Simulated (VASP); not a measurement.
# C (Fd-3m) in VASP: relaxation of cell and atoms with LDA

Aim: the relaxation of cell and atoms of C with LDA.

Program: VASP 6.6.1. These are calculated values, not measurements. Logs are shortened: lines on timing, memory, paths and dates and some standing lists are left out, and cuts for length are marked.

### Step 1. The cell of the first run

Symmetry: Fd-3m, No. 227, cubic system. The conventional cell has a = 3.532 Å, b = 3.532 Å, c = 3.532 Å, α = 90.00°, β = 90.00°, γ = 90.00°. Within 2.0 Å of C (site symmetry -43m) lie 4 C at 1.53 Å.

### Step 2. Relaxation of cell and atoms, LDA

File INCAR:

```
SYSTEM = C
ALGO = Normal ; EDIFF = 1E-7
EDIFFG = -0.001 ; ENCUT = 600
GGA_COMPAT = .False. ; IBRION = 2
ISIF = 3 ; ISMEAR = 0
LASPH = .True. ; LCHARG = .False.
LREAL = .False. ; LWAVE = .False.
NELM = 120 ; NELMIN = 4
NSW = 80 ; PREC = Accurate
SIGMA = 0.01
```

File KPOINTS:

```
k-points
0
Gamma
  12 12 12
  0 0 0
```

File POSCAR:

```
C
1.0
    0.0000000000      1.7658688105      1.7658688105
    1.7658688105      0.0000000000      1.7658688105
    1.7658688105      1.7658688105      0.0000000000
C
2
Direct
    0.0000000000      0.0000000000      0.0000000000
    0.2500000000      0.2500000000      0.2500000000
```

Potentials or basis: VASP PAW LDA potentials, release 64 (C).

Launch:

```bash
$ cat potpaw_LDA.64/C/POTCAR > POTCAR
$ mpirun -np 1 vasp_std > vasp.out
```

OUTCAR:

```text
SYSTEM = C
   EDIFF = 1E-7
   EDIFFG = -0.001
   ENCUT = 600
   IBRION = 2
   ISIF = 3
   ISMEAR = 0
   LASPH = .True.
   LREAL = .False.
   NELM = 120
   NELMIN = 4
   NSW = 80
   PREC = Accurate

 ion  position               nearest neighbor table
   1  0.000  0.000  0.000-   2 1.53   2 1.53   2 1.53   2 1.53
   2  0.250  0.250  0.250-   1 1.53   1 1.53   1 1.53   1 1.53

  LATTYP: Found a face centered cubic cell.
 ALAT       =     3.5317376210

  Lattice vectors:

 A1 = (   0.0000000000,   1.7658688105,   1.7658688105)
 A2 = (   1.7658688105,   0.0000000000,   1.7658688105)
 A3 = (   1.7658688105,   1.7658688105,   0.0000000000)

Analysis of symmetry for initial positions (statically):
=====================================================================
 Subroutine PRICEL returns:
 Original cell was already a primitive cell.

 Routine SETGRP: Setting up the symmetry group for a
 face centered cubic supercell.

 Subroutine GETGRP returns: Found 48 space group operations
 (whereof 24 operations were pure point group operations)
 out of a pool of 48 trial point group operations.

The static configuration has the point symmetry T_d .
 The point group associated with its full space group is O_h .

Analysis of symmetry for dynamics (positions and initial velocities):
=====================================================================
 Subroutine PRICEL returns:
 Original cell was already a primitive cell.

 Routine SETGRP: Setting up the symmetry group for a
 face centered cubic supercell.

 Subroutine GETGRP returns: Found 48 space group operations
 (whereof 24 operations were pure point group operations)
 out of a pool of 48 trial point group operations.

The dynamic configuration has the point symmetry T_d .
 The point group associated with its full space group is O_h .

 Subroutine INISYM returns: Found 48 space group operations
 (whereof 24 operations are pure point group operations),
 and found     1 'primitive' translations

----------------------------------------------------------------------------------------

                                     Primitive cell

  volume of cell :      11.0130

  direct lattice vectors                    reciprocal lattice vectors
     0.000000000  1.765868810  1.765868810    -0.283146742  0.283146742  0.283146742
     1.765868810  0.000000000  1.765868810     0.283146742 -0.283146742  0.283146742
[... 93 lines left out ...]
   POTIM  = 0.5000    time-step for ionic-motion
   TEBEG  =    0.0;   TEEND  =   0.0 temperature during run
   PSTRESS=    0.0 pullay stress
   NELECT =       8.0000    total number of electrons
   NUPDOWN=      -1.0000    fix difference up-down
   EMIN   =  10.00;   EMAX   =-10.00  energy-range for DOS
   EFERMI =   0.00;   METHOD = LEGACY
   ISMEAR =     0;   SIGMA  =   0.01  broadening in eV -4-tet -1-fermi 0-gaus
   EFERMI_NEDOS =   21; number of points for ismear=-14 and -15
   IALGO  =     38    algorithm
   IMIX   =      4    mixing-type and parameters
     AMIX     =   0.40;   BMIX     =  1.00
     AMIX_MAG =   1.60;   BMIX_MAG =  1.00
  volume/ion in A,a.u.               =       5.51        37.16
  Fermi-wavevector in a.u.,A,eV,Ry     =   1.471645  2.781006 29.466668  2.165739
  Thomas-Fermi vector in A             =   2.586756
   LORBIT       =      0    0 simple, 1 ext, 2 COOP (PROOUT), +10 PAW based schemes
   GGA     = CA    functional components
   LHFCALC =     F    Hartree Fock is set to
   AEXX    =    0.0000 exact exchange contribution
   IVDW    =     0    specifies the selected vdW correction
   LEPSILON=     F    determine dielectric tensor
   LRPA    =     F    only Hartree local field effects (RPA)
 conjugate gradient relaxation of ions
 non-spin polarized calculation
 Gauss-broadening in eV      SIGMA  =   0.01
  energy-cutoff  :      600.00
  volume of cell :       11.01
 maximum number of plane-waves:       380
   NGX =  9   NGY =  9   NGZ =  9

--------------------------------------- Ionic step        1  -------------------------------------------

 number of electron       7.9999998 magnetization

 Free energy of the ion-electron system (eV)
  ---------------------------------------------------
  ext. energy  EPLUGINS =         0.00000000
  ---------------------------------------------------
  free energy    TOTEN  =       -20.25207208 eV

  energy without entropy =      -20.25207208  energy(sigma->0) =      -20.25207208

------------------------ aborting loop because EDIFF is reached ----------------------------------------

  FORCE on cell =-STRESS in cart. coord.  units (eV):
  Direction    XX          YY          ZZ          XY          YZ          ZX
  --------------------------------------------------------------------------------------
  -------------------------------------------------------------------------------------
  Total        0.0573048      0.0573048      0.0573048      0.0000000      0.0000000     -0.0000000
  in kB        8.3367429      8.3367429      8.3367429      0.0000000      0.0000000     -0.0000000
  external PRESSURE =       8.3367429 kB  Pullay stress =       0.0000000 kB
[... 59 lines left out ...]
--------------------------------------- Ionic step        3  -------------------------------------------

 number of electron       7.9999998 magnetization

 Free energy of the ion-electron system (eV)
  ---------------------------------------------------
  ext. energy  EPLUGINS =         0.00000000
  ---------------------------------------------------
  free energy    TOTEN  =       -20.25212338 eV

  energy without entropy =      -20.25212338  energy(sigma->0) =      -20.25212338

 E-fermi :  10.2342     XC(G=0): -13.6345

 val. band max:       10.1327908818   @ k =   0.0000   0.0000   0.0000
 cond. band min:      14.3257286141   @ k =   0.3333   0.3333   0.0000
 fundamental gap:      4.1929377323
 Fermi energy:        10.2342138564

 k-point     1 :       0.0000    0.0000    0.0000
  band No.  band energies     occupation
      1     -11.5589      2.00000
      2      10.1328      2.00000
      3      10.1328      2.00000
      4      10.1328      2.00000
      5      15.7540      0.00000
      6      15.7540      0.00000
      7      15.7540      0.00000
      8      24.3289      0.00000
[... 243 lines left out ...]
 k-point    24 :      -0.4167    0.1667    0.0000
  band No.  band energies     occupation
      1      -5.1746      2.00000
      2      -2.6335      2.00000
      3       4.5851      2.00000
      4       6.4585      2.00000
      5      17.7220      0.00000
      6      20.4589      0.00000
      7      21.7555      0.00000
      8      25.7088      0.00000

 [... further k-points ...]
[... 5 lines left out ...]
  --------------------------------------------------------------------------------------
  -------------------------------------------------------------------------------------
  Total        0.0001097      0.0001097      0.0001097     -0.0000000     -0.0000000     -0.0000000
  in kB        0.0159302      0.0159302      0.0159302     -0.0000000     -0.0000000     -0.0000000
  external PRESSURE =       0.0159302 kB  Pullay stress =       0.0000000 kB
[... 17 lines left out ...]
  FREE ENERGIE OF THE ION-ELECTRON SYSTEM (eV)
  ---------------------------------------------------
  free  energy   TOTEN  =       -20.2521233784 eV

  energy  without entropy=      -20.2521233784  energy(sigma->0) =      -20.25212338

 reached required accuracy - stopping structural energy minimisation
```

OSZICAR:

```text
N       E                     dE             d eps       ncg     rms          rms(c)
DAV:   1     0.450660866345E+00    0.45066E+00   -0.55029E+03  1200   0.110E+03
DAV:   2    -0.209629874440E+02   -0.21414E+02   -0.20311E+02  1840   0.123E+02
DAV:   3    -0.211186699968E+02   -0.15568E+00   -0.15568E+00  1240   0.129E+01
[... 17 lines left out ...]
       N       E                     dE             d eps       ncg     rms          rms(c)
DAV:   1    -0.202521512528E+02   -0.11654E-03   -0.17072E-03  1312   0.426E-01    0.370E-02
DAV:   2    -0.202521307816E+02    0.20471E-04   -0.18384E-05  1248   0.414E-02    0.191E-02
DAV:   3    -0.202521233953E+02    0.73862E-05   -0.17094E-05  1248   0.323E-02    0.270E-03
DAV:   4    -0.202521233784E+02    0.16879E-07   -0.42502E-08  1080   0.284E-03
   3 F= -.20252123E+02 E0= -.20252123E+02  d E =-.512945E-04
```

Run time: 16 s. Hardware: 1 thread of AMD EPYC 7R43 (Zen 3), shared host; peak memory 0.08 GiB.

Results:

- Free energy: -20.2521 eV
- Relaxed volume: 5.52 Å³/atom
- Relaxed cell: a = 2.499 Å, b = 2.499 Å, c = 2.499 Å, α = 60.00°, β = 60.00°, γ = 60.00°
- Space group after relaxing (to 0.05 Å): Fd-3m (No. 227)
- Energy gained by relaxing: 0.0 meV/atom
- Ionic steps: 3
- Pressure after relaxing: 0.0 GPa
- Band gap on the k mesh: 4.19 eV, indirect (least direct gap 5.62 eV)

Final structure:
```
CELL_PARAMETERS angstrom
0.00000 1.76692 1.76692
1.76692 0.00000 1.76692
1.76692 1.76692 0.00000
ATOMIC_POSITIONS crystal
C 0.00000 0.00000 0.00000
C 0.25000 0.25000 0.25000
```

Levels at points of the mesh, in eV from the valence-band top:
```csv
k point,band 2,band 3,band 4,band 5,band 6,band 7
"(0.00, 0.00, 0.00)",0.00,0.00,0.00,5.62,5.62,5.62
"(0.50, 0.00, 0.00)",-13.67,-2.86,-2.86,8.50,8.50,9.40
"(0.50, 0.50, 0.00)",-12.81,-6.46,-6.46,4.77,4.77,17.05
```

A k mesh can miss the band edges. Expect the measured gap to be larger: semilocal functionals such as LDA lack the derivative discontinuity.
